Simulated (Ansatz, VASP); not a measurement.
## One calculation of Ca5Si2S2, two programs

```
CELL_PARAMETERS angstrom
4.95953 0.00000 0.00000
-2.47977 4.29508 0.00000
0.00000 0.00000 9.81203
ATOMIC_POSITIONS crystal
Ca 0.33333 0.66667 0.20312
Ca 0.66667 0.33333 0.79688
Ca 0.33333 0.66667 0.58858
Ca 0.66667 0.33333 0.41142
Ca 0.00000 0.00000 0.00000
Si 0.00000 0.00000 0.37200
Si 0.00000 0.00000 0.62800
S 0.33333 0.66667 0.89734
S 0.66667 0.33333 0.10266
```

Change from the starting cell: species swapped into the Li5Cu2Ge2 type (P-3m1, No. 164).

Alike in both runs: functional PBE; k mesh 6 × 6 × 2; occupations gaussian, width 0.1 eV; no spin polarisation.

Ansatz relaxed the structure, and its values are those at the end. VASP's run is a single point on that final structure, the one shown.

|  | VASP | Ansatz |
| --- | --- | --- |
| version | VASP 6.6.1 | Ansatz 0.2.0 |
| potentials or method | VASP PAW PBE potentials, release 64 (Ca_sv, Si, S), cutoff 520 eV | scalar-relativistic, plane waves, PAW |
| valence electrons in the cell | 70 | 70 |

|  | VASP | Ansatz | Ansatz less VASP |
| --- | --- | --- | --- |
| gap on the k mesh at the Fermi level (eV) | 0.28 | 0.28 | +0.001 |
| least direct gap on the mesh (eV) | 0.42 | 0.42 | 0.000 |
| pressure (GPa) | 0.1 | 0.0 | -0.11 |
| rms of the force components (eV/Å) | 0.004 | 0.002 | -0.0019 |
